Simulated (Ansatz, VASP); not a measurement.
## One calculation of Sr3Ag, two programs

File INCAR:

```
ALGO = Fast
EDIFF = 1E-7
ENCUT = 520
GGA = PE
ISIF = 2
ISMEAR = -1
LASPH = True
LCHARG = False
LREAL = False
LWAVE = False
NBANDS = 28
NELM = 100
PREC = Accurate
SIGMA = 0.05
```

The input KPOINTS:

```
k-points
0
Gamma
  5 5 5
```

POSCAR

```
Sr3Ag
1.0
    5.5985665563      0.0000000000      0.0000000000
    0.0000000000      5.5985665563      0.0000000000
    0.0000000000      0.0000000000      5.5985665563
Ag Sr
1 3
Direct
    0.0000000000      0.0000000000      0.0000000000
    0.5000000000      0.5000000000      0.0000000000
    0.5000000000      0.0000000000      0.5000000000
    0.0000000000      0.5000000000      0.5000000000
```

The input input.yaml:

```yaml
crystal:
  lattice:
    - [5.5985665563, 0.0, 0.0]
    - [0.0, 5.5985665563, 0.0]
    - [0.0, 0.0, 5.5985665563]
  atoms:
    - { symbol: Ag, position: [0.0, 0.0, 0.0] }
    - { symbol: Sr, position: [0.5, 0.5, 0.0] }
    - { symbol: Sr, position: [0.5, 0.0, 0.5] }
    - { symbol: Sr, position: [0.0, 0.5, 0.5] }
hamiltonian:
  xc: pbe
  pseudopotentials: { kind: paw }
kpoints:
  mp_grid: { grid: [5, 5, 5] }
scf:
  occupations: { method: fermi_dirac, width: 0.05 }
output:
  forces: true
  stress: true
  eigenvalues: true
  write_density: true
  write_potential: true
  elf: true
  volumetric_format: npy
```

Alike in both runs: task single point; functional PBE; k mesh 5 × 5 × 5; occupations fermi-dirac, width 0.05 eV; no spin polarisation.

|  | VASP | Ansatz |
| --- | --- | --- |
| version | VASP 6.6.1 | Ansatz 0.2.0 |
| potentials or method | VASP PAW PBE potentials, release 64 (Ag, Sr_sv) | Ansatz PAW |
| plane-wave cutoff (eV) | 520 | 420 |
| valence electrons in the cell | 41 | 49 |

```csv
,VASP,Ansatz,Ansatz less VASP
gap on the k mesh at the Fermi level (eV),none,none,-
pressure (GPa),-0.8,-0.8,-0.02
```

A gap of «none» marks a metal or a gap that the smearing closes. VASP's potentials hold 41 valence electrons a cell and Ansatz's 49, so a difference there can come from the potentials and not from the codes.
